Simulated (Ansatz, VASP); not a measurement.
# NaI in VASP and in Ansatz

File INCAR:

```
SYSTEM = NaI
ALGO     = Normal         ! electronic algorithm
EDIFF    = 1E-7           ! SCF threshold, eV
ENCUT    = 520            ! plane-wave cutoff, eV
GGA      = PE             ! functional
ISIF     = 2              ! what is computed and relaxed
ISMEAR   = 0              ! smearing method
LASPH    = .True.         ! aspherical terms in the spheres
LCHARG   = .True.         ! write CHGCAR
LELF     = .True.         ! ELF
LREAL    = .False.        ! projectors in reciprocal space
LVHAR    = .True.       
LWAVE    = .False.        ! write WAVECAR
NBANDS   = 14             ! bands
NELM     = 60             ! most SCF steps
PREC     = Accurate       ! precision mode
SIGMA    = 0.05           ! smearing width, eV
```

KPOINTS

```
k-points
0
Gamma
  6 6 6
  0 0 0
```

File POSCAR:

```
NaI
1.0
    0.0000000000      3.3334920000      3.1393080000
    3.3334920000      0.0000000000      3.1393080000
    3.3334920000      3.3334920000      0.0000000000
Na I
1 1
Direct
    0.0000000000      0.0000000000      0.0000000000
    0.5000000000      0.5000000000      0.5000000000
```

Input for Ansatz:

```yaml
crystal:
  lattice:
    - [0.0, 3.333492, 3.139308]
    - [3.333492, 0.0, 3.139308]
    - [3.333492, 3.333492, 0.0]
  atoms:
    - { symbol: Na, position: [0.0, 0.0, 0.0] }
    - { symbol: I, position: [0.5, 0.5, 0.5] }
basis:
  ecutwfc: 420
kpoints:
  mp_grid: { grid: [6, 6, 6] }
hamiltonian:
  xc: pbe
scf:
  occupations: { method: gaussian, width: 0.05 }
output:
  forces: true
  stress: true
  eigenvalues: true
```

Change from the starting cell: strain +0.030 along x and y, -0.030 along z, atoms carried along.

Alike in both runs: task single point; functional PBE; k mesh 6 × 6 × 6; occupations gaussian, width 0.05 eV; no spin polarisation.

|  | VASP | Ansatz |
| --- | --- | --- |
| version | VASP 6.6.1 | Ansatz 0.2.0 |
| potentials or method | VASP PAW PBE potentials, release 64 (Na_pv, I), cutoff 520 eV | scalar-relativistic, plane waves, PAW |
| valence electrons in the cell | 14 | 26 |

|  | VASP | Ansatz | Ansatz less VASP |
| --- | --- | --- | --- |
| gap on the k mesh at the Fermi level (eV) | 3.55 | 3.55 | +0.003 |
| least direct gap on the mesh (eV) | 3.55 | 3.55 | +0.003 |
| pressure (GPa) | 0.1 | 0.1 | -0.01 |
| traceless stress, the component that is largest in VASP (GPa) | 0.97 | 0.96 | -0.007 |

With one functional, cell and mesh, what is left measures potentials, basis and numerics. VASP's potentials hold 14 valence electrons a cell and Ansatz's 26, so a difference there can come from the potentials and not from the codes.

Spin-orbit coupling is off throughout.
